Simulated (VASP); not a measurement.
Wanted: the native input for a VASP 6.6.1 run.

```
Task                   : single point
Functional             : PBE
Potentials or basis    : VASP PAW PBE potentials, release 64 (Ga_d, As)
Cutoff                 : 520 eV
k mesh                 : 6 × 4 × 2
Occupations            : gaussian, width 0.2 eV
Spin                   : no spin polarisation
Dipole correction      : no
Further INCAR settings : ALGO = Normal; EDIFF = 1e-06; NBANDS = 58
```

The structure of GaAs2 lies in POSCAR:

```
GaAs2
1.0
    1.9653794369     -3.4041370408      0.0000000000
   -5.8961383106     -3.4041370408      0.0000000000
    0.0000000000      0.0000000000    -11.4251423663
Ga As
4 8
Direct
    0.5000000000      0.8333333333      0.9169365095
    0.0000000000      0.3333333333      0.9169365095
    0.0000000000      0.6666666667      0.0830634905
    0.5000000000      0.1666666667      0.0830634905
    0.0000000000      0.6666666667      0.4430650746
    0.5000000000      0.1666666667      0.4430650746
    0.5000000000      0.8333333333      0.5569349254
    0.0000000000      0.3333333333      0.5569349254
    0.0000000000      0.6666666667      0.8362482631
    0.5000000000      0.1666666667      0.8362482631
    0.5000000000      0.8333333333      0.1637517369
    0.0000000000      0.3333333333      0.1637517369
```

The input as run:

INCAR

```
PREC     = Accurate       # precision mode
ENCUT    = 520            # plane-wave cutoff, eV
EDIFF    = 1E-6           # SCF threshold, eV
ISMEAR   = 0              # smearing method
SIGMA    = 0.2            # smearing width, eV
LREAL    = False          # projectors in reciprocal space
LASPH    = True           # aspherical terms in the spheres
NELM     = 100            # most SCF steps
ALGO     = Normal         # electronic algorithm
ISIF     = 2              # what is computed and relaxed
LWAVE    = False          # write WAVECAR
LCHARG   = False          # write CHGCAR
GGA      = PE             # functional
NBANDS   = 58             # bands
```

KPOINTS

```
regular mesh
0
Gamma
  6 4 2
```

Potentials or basis: VASP PAW PBE potentials, release 64 (Ga_d, As).

Launch:

```bash
$ cat potpaw_PBE.64/Ga_d/POTCAR potpaw_PBE.64/As/POTCAR > POTCAR
$ mpirun -np 1 vasp_std > vasp.out
```

It gave:

```json
{
 "Pressure": "0.3 GPa",
 "Largest force": "0.028 eV/Å",
 "Band gap on the k mesh": "zero (bands 46 and 47 overlap by 0.22 eV)"
}
```

Caveat: semilocal functionals underestimate gaps, so a narrow gap can read as zero; this functional lacks dispersion, which binds the layers, so the pressure and a relaxed spacing across them are unreliable.

Wall time 14 min on 1 thread of Intel Xeon 8259CL, with other jobs on the host, peak memory 0.55 GiB.
